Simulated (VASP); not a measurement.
# MnS in VASP: further runs, part 3 of 3

VASP 6.6.1. Earlier steps stand in the parts before.

**5. Single point, LDA, collinear spin, ferromagnetic start**

This run uses another cell than the first one, of 13.62 Å³/atom, 1.087 times its volume.

INCAR reads:

```
SYSTEM = MnS
PREC = Accurate ; ENCUT = 520
EDIFF = 1E-6 ; ISMEAR = -1
SIGMA = 0.05 ; LREAL = .False.
LASPH = .True. ; NELM = 150
ALGO = Normal ; ISIF = 2
LWAVE = .False. ; LCHARG = .False.
ISPIN = 2 ; MAGMOM = 4 0
LORBIT = 11 ; LMAXMIX = 4
GGA = CA ; NBANDS = 20
```

KPOINTS reads:

```
regular mesh
0
Gamma
  7 7 7
  0 0 0
```

POSCAR reads:

```
MnS
1.0
    1.6886553926      0.9749456455      2.7575174163
   -1.6886553926      0.9749456455      2.7575174163
    0.0000000000     -1.9498912910      2.7575174163
Mn S
1 1
Direct
    0.0000000000      0.0000000000      0.0000000000
    0.5000000000      0.5000000000      0.5000000000
```

Potentials or basis: VASP PAW LDA potentials, release 64 (Mn_pv, S).

Launch:

```bash
$ cat potpaw_LDA.64/Mn_pv/POTCAR potpaw_LDA.64/S/POTCAR > POTCAR
$ mpirun -np 1 vasp_std > vasp.out
```

OUTCAR:

```text
SYSTEM = MnS
   PREC = Accurate
   ENCUT = 520
   EDIFF = 1E-6
   ISMEAR = -1
   LREAL = .False.
   LASPH = .True.
   NELM = 150
   ISIF = 2
   ISPIN = 2
   LORBIT = 11
   GGA = CA

 ion  position               nearest neighbor table
   1  0.000  0.000  0.000-   2 2.39   2 2.39   2 2.39   2 2.39   2 2.39   2 2.39
   2  0.500  0.500  0.500-   1 2.39   1 2.39   1 2.39   1 2.39   1 2.39   1 2.39

  LATTYP: Found a trigonal (rhomboedric) cell.
 ALAT       =     3.3772738041
 COS(alpha) =     0.4999890500

  Lattice vectors:

 A1 = (   1.6886553926,   0.9749456455,   2.7575174163)
 A2 = (  -1.6886553926,   0.9749456455,   2.7575174163)
 A3 = (   0.0000000000,  -1.9498912910,   2.7575174163)

Analysis of symmetry for initial positions (statically):
=====================================================================
 Subroutine PRICEL returns:
 Original cell was already a primitive cell.

 Routine SETGRP: Setting up the symmetry group for a
 trigonal (rhombohedral) supercell.

 Subroutine GETGRP returns: Found 12 space group operations
 (whereof 12 operations were pure point group operations)
 out of a pool of 12 trial point group operations.

The static configuration has the point symmetry D_3d.

Analysis of symmetry for dynamics (positions and initial velocities):
=====================================================================
 Subroutine PRICEL returns:
 Original cell was already a primitive cell.

 Routine SETGRP: Setting up the symmetry group for a
 trigonal (rhombohedral) supercell.

 Subroutine GETGRP returns: Found 12 space group operations
 (whereof 12 operations were pure point group operations)
 out of a pool of 12 trial point group operations.

The dynamic configuration has the point symmetry D_3d.

Analysis of structural, dynamic, and magnetic symmetry:
=====================================================================
 Subroutine PRICEL returns:
 Original cell was already a primitive cell.

 Routine SETGRP: Setting up the symmetry group for a
[... 149 lines left out ...]
  ---------------------------------------------------
  free energy    TOTEN  =       -15.38773266 eV

  energy without entropy =      -15.37301900  energy(sigma->0) =      -15.38037583

 E-fermi :   9.4348     XC(G=0): -12.3004

 val. band max:        9.4048566588   @ k =   0.2857   0.1429   0.0000
 cond. band min:       9.4402854647   @ k =  -0.2857   0.4286   0.1429
 fundamental gap:      0.0354288058
 Fermi energy:         9.4348239938

 spin component 1

 k-point     1 :       0.0000    0.0000    0.0000
  band No.  band energies     occupation
      1     -39.8960      1.00000
      2     -39.8960      1.00000
      3     -39.8960      1.00000
      4      -6.8598      1.00000
      5       6.4126      1.00000
      6       6.4126      1.00000
[... 541 lines left out ...]
     19      27.5557      0.00000
     20      28.3094      0.00000

 [... further k-points ...]

 spin component 2

 k-point     1 :       0.0000    0.0000    0.0000
  band No.  band energies     occupation
      1     -36.8520      1.00000
      2     -36.8520      1.00000
      3     -36.8520      1.00000
      4      -6.6042      1.00000
      5       7.6831      1.00000
      6       7.6831      1.00000
[... 541 lines left out ...]
     19      28.1291      0.00000
     20      28.8827      0.00000

 [... further k-points ...]

------------------------ aborting loop because EDIFF is reached ----------------------------------------

  FORCE on cell =-STRESS in cart. coord.  units (eV):
  Direction    XX          YY          ZZ          XY          YZ          ZX
  --------------------------------------------------------------------------------------
  -------------------------------------------------------------------------------------
  Total       -0.0827301     -0.0827301     -0.0825114      0.0000000     -0.0000000      0.0000000
  in kB       -4.8661216     -4.8661216     -4.8532584      0.0000000     -0.0000000      0.0000000
  external PRESSURE =      -4.8618338 kB  Pullay stress =       0.0000000 kB

 VOLUME and BASIS-vectors are now :
 -----------------------------------------------------------------------------
  energy-cutoff  :      520.00
  volume of cell :       27.24
      direct lattice vectors                 reciprocal lattice vectors
     1.688655393  0.974945645  2.757517416     0.296093568  0.170949701  0.120881678
    -1.688655393  0.974945645  2.757517416    -0.296093568  0.170949701  0.120881678
     0.000000000 -1.949891291  2.757517416     0.000000000 -0.341899402  0.120881678

 POSITION                                       TOTAL-FORCE (eV/Angst)
 -----------------------------------------------------------------------------------
      0.00000      0.00000      0.00000        -0.000000      0.000000      0.000000
      0.00000      0.00000      4.13628         0.000000     -0.000000     -0.000000
 -----------------------------------------------------------------------------------
    total drift:                                0.000000      0.000000      0.000000

  FREE ENERGIE OF THE ION-ELECTRON SYSTEM (eV)
  ---------------------------------------------------
  free  energy   TOTEN  =       -15.3877326552 eV

  energy  without entropy=      -15.3730190028  energy(sigma->0) =      -15.38037583

 total charge

# of ion       s       p       d       tot
------------------------------------------
    1        0.275   6.249   5.167  11.691
    2        1.324   2.412   0.000   3.736
--------------------------------------------------
tot          1.599   8.661   5.167  15.427

 magnetization (x)

# of ion       s       p       d       tot
------------------------------------------
    1        0.048   0.033   3.060   3.141
    2        0.020   0.025   0.000   0.044
--------------------------------------------------
tot          0.068   0.057   3.060   3.185
```

OSZICAR:

```text
N       E                     dE             d eps       ncg     rms          rms(c)
DAV:   1     0.159156820383E+03    0.15916E+03   -0.10049E+04  3520   0.105E+03
DAV:   2    -0.867952873078E+01   -0.16784E+03   -0.15846E+03  3672   0.302E+02
DAV:   3    -0.164477476415E+02   -0.77682E+01   -0.76611E+01  4032   0.699E+01
DAV:   4    -0.165317338172E+02   -0.83986E-01   -0.83928E-01  3948   0.736E+00
DAV:   5    -0.165327528292E+02   -0.10190E-02   -0.10190E-02  4020   0.852E-01    0.155E+01
DAV:   6    -0.158590857035E+02    0.67367E+00   -0.57250E+00  3844   0.327E+01    0.112E+01
DAV:   7    -0.154091663715E+02    0.44992E+00   -0.14102E+00  3856   0.183E+01    0.613E+00
DAV:   8    -0.153893232639E+02    0.19843E-01   -0.35959E-02  3976   0.185E+00    0.339E+00
DAV:   9    -0.153881060312E+02    0.12172E-02   -0.71080E-03  4660   0.801E-01    0.565E-01
DAV:  10    -0.153877033594E+02    0.40267E-03   -0.32134E-03  3836   0.635E-01    0.191E-01
DAV:  11    -0.153877282511E+02   -0.24892E-04   -0.13121E-04  4352   0.110E-01    0.918E-02
DAV:  12    -0.153877308224E+02   -0.25713E-05   -0.34830E-05  3988   0.403E-02    0.354E-02
DAV:  13    -0.153877321230E+02   -0.13005E-05   -0.38687E-06  3484   0.222E-02    0.157E-02
DAV:  14    -0.153877326552E+02   -0.53225E-06   -0.16196E-06  2916   0.121E-02
   1 F= -.15387733E+02 E0= -.15380376E+02  d E =-.147137E-01  mag=     3.3717
```

Wall time 38 s (1 thread of Intel Xeon Platinum 8488C (Sapphire Rapids), shared host); peak memory 0.17 GiB.

Results:

* Free energy: -15.3877 eV
* Pressure: -0.5 GPa
* Net moment: 3.37 μB per cell
* Site moments: Mn +3.14; S +0.04 μB
* Valence electrons inside the program's atomic spheres: Mn 11.69; S 3.74

Levels at points of the mesh, in eV from the Fermi level:
Spin up:
```csv
k point,band 8,band 9,band 10,band 11,band 12,band 13,band 14,band 15
"(0.00, 0.00, 0.00)",-2.88,-2.88,-1.95,-1.95,-1.95,4.29,9.61,9.61
```
Spin down:
```tsv
k point	band 4	band 5	band 6	band 7	band 8	band 9	band 10	band 11	band 12	band 13
(0.00, 0.00, 0.00)	-16.04	-1.75	-1.75	-1.75	-0.75	-0.75	-0.75	-0.63	-0.63	4.81
```

Caveat: a cell with one magnetic atom can't hold antiferromagnetic order, which such compounds often take; semilocal functionals often make such compounds metallic where correlation or magnetic order opens a gap, which also shifts bond lengths.

**6. Single point, PBE**

This run uses another cell than the first one, of 17.23 Å³/atom, 1.376 times its volume.

INCAR reads:

```
SYSTEM = MnS
ALGO     = Normal         ! electronic algorithm
EDIFF    = 1E-7           ! SCF threshold, eV
ENCUT    = 520            ! plane-wave cutoff, eV
GGA      = PE             ! functional
ISIF     = 2              ! what is computed and relaxed
ISMEAR   = -1             ! smearing method
LASPH    = .True.         ! aspherical terms in the spheres
LCHARG   = .True.         ! write CHGCAR
LELF     = .True.         ! ELF
LREAL    = .False.        ! projectors in reciprocal space
LVHAR    = .True.       
LWAVE    = .False.        ! write WAVECAR
NBANDS   = 16             ! bands
NELM     = 60             ! most SCF steps
PREC     = Accurate       ! precision mode
SIGMA    = 0.05           ! smearing width, eV
```

KPOINTS reads:

```
k-points
0
Gamma
  9 9 9
  0 0 0
```

POSCAR reads:

```
MnS
1.0
    1.8299960138      1.0565486912      2.9709202777
   -1.8299960138      1.0565486912      2.9709202777
    0.0000000000     -2.1130973823      2.9709202777
Mn S
1 1
Direct
    0.0000000000      0.0000000000      0.0000000000
    0.5000000000      0.5000000000      0.5000000000
```

Potentials or basis: VASP PAW PBE potentials, release 64 (Mn_pv, S).

Launch:

```bash
$ cat potpaw_PBE.64/Mn_pv/POTCAR potpaw_PBE.64/S/POTCAR > POTCAR
$ mpirun -np 1 vasp_std > vasp.out
```

OUTCAR:

```text
SYSTEM = MnS
   EDIFF = 1E-7
   ENCUT = 520
   GGA = PE
   ISIF = 2
   ISMEAR = -1
   LASPH = .True.
   LREAL = .False.
   NELM = 60
   PREC = Accurate

 ion  position               nearest neighbor table
   1  0.000  0.000  0.000-   2 2.58   2 2.58   2 2.58   2 2.58   2 2.58   2 2.58
   2  0.500  0.500  0.500-   1 2.58   1 2.58   1 2.58   1 2.58   1 2.58   1 2.58

  LATTYP: Found a trigonal (rhomboedric) cell.
 ALAT       =     3.6457575130
 COS(alpha) =     0.4960879726

  Lattice vectors:

[... 642 lines left out ...]
------------------------ aborting loop because EDIFF is reached ----------------------------------------

  FORCE on cell =-STRESS in cart. coord.  units (eV):
  Direction    XX          YY          ZZ          XY          YZ          ZX
  --------------------------------------------------------------------------------------
  -------------------------------------------------------------------------------------
  Total       -4.8678450     -4.8678450     -4.8757027      0.0000000     -0.0000000      0.0000000
  in kB     -226.2900252   -226.2900252   -226.6553079      0.0000000     -0.0000000      0.0000000
  external PRESSURE =    -226.4117861 kB  Pullay stress =       0.0000000 kB

 VOLUME and BASIS-vectors are now :
 -----------------------------------------------------------------------------
  energy-cutoff  :      520.00
  volume of cell :       34.47
      direct lattice vectors                 reciprocal lattice vectors
     1.829996014  1.056548691  2.970920278     0.273224639  0.157746319  0.112198680
    -1.829996014  1.056548691  2.970920278    -0.273224639  0.157746319  0.112198680
     0.000000000 -2.113097382  2.970920278     0.000000000 -0.315492638  0.112198680

 POSITION                                       TOTAL-FORCE (eV/Angst)
 -----------------------------------------------------------------------------------
      0.00000      0.00000      0.00000         0.000000      0.000000      0.000000
      0.00000      0.00000      4.45638        -0.000000     -0.000000      0.000000
 -----------------------------------------------------------------------------------
    total drift:                                0.000000      0.000000      0.000000

  FREE ENERGIE OF THE ION-ELECTRON SYSTEM (eV)
  ---------------------------------------------------
  free  energy   TOTEN  =       -12.0568446713 eV

  energy  without entropy=      -11.9772787521  energy(sigma->0) =      -12.01706171
```

stdout:

```text
POSCAR found type information on POSCAR MnS
 POSCAR found :  2 types and       2 ions
 scaLAPACK will be used
 LDA part: xc-table for (Slater+PW92), standard interpolation
 POSCAR, INCAR and KPOINTS ok, starting setup
 FFT: planning ... GRIDC
 FFT: planning ... GRID_SOFT
 FFT: planning ... GRID
 WAVECAR not read
 entering main loop
```

Wall time 21 s (1 thread of Intel Xeon 6975P-C (Granite Rapids), shared host); peak memory 0.18 GiB.

Results:

```
Free energy : -12.0568 eV
Pressure    : -22.6 GPa
```

Caveat: the run has no spin polarisation, though such a crystal can be magnetic; semilocal functionals often make such compounds metallic where correlation or magnetic order opens a gap, which also shifts bond lengths. With open d or f shells a metallic result of PBE can be an artefact of self-interaction; +U or a hybrid may open a gap.

**7. The runs side by side**

```tsv
level	potentials or basis	spin	cell	k mesh	gap on the mesh (eV)	pressure (GPa)	moment (μB)
LDA	VASP PAW LDA potentials, release 64 (Mn_pv, S)	collinear, ferromagnetic start	a = 3.284 Å, angles 60.0°, 2 atoms	7 × 7 × 7	none	9.3	3.02
LDA	VASP PAW LDA potentials, release 64 (Mn_pv, S)	collinear, ferromagnetic start	a = 3.321 Å, angles 60.0°, 2 atoms	7 × 7 × 7	none	4.2	3.12
LDA	VASP PAW LDA potentials, release 64 (Mn_pv, S)	collinear, ferromagnetic start	a = 3.359 Å, angles 60.0°, 2 atoms	7 × 7 × 7	none	0.5	3.28
LDA	VASP PAW LDA potentials, release 64 (Mn_pv, S)	collinear, ferromagnetic start	a = 3.377 Å, angles 60.0°, 2 atoms	7 × 7 × 7	none	-0.5	3.37
PBE	VASP PAW PBE potentials, release 64 (Mn_pv, S)	off	a = 3.646 Å, angles 60.3°, 2 atoms	9 × 9 × 9	none	-22.6	-
```

Alike in all rows: task single point; cutoff (eV) 520; smearing fermi-dirac 0.05 eV.

Caveats: semilocal functionals often make such compounds metallic where correlation or magnetic order opens a gap, which also shifts bond lengths; a cell with one magnetic atom can't hold antiferromagnetic order, which such compounds often take (some runs).

Absolute energies hang on the potentials; compare differences alone.
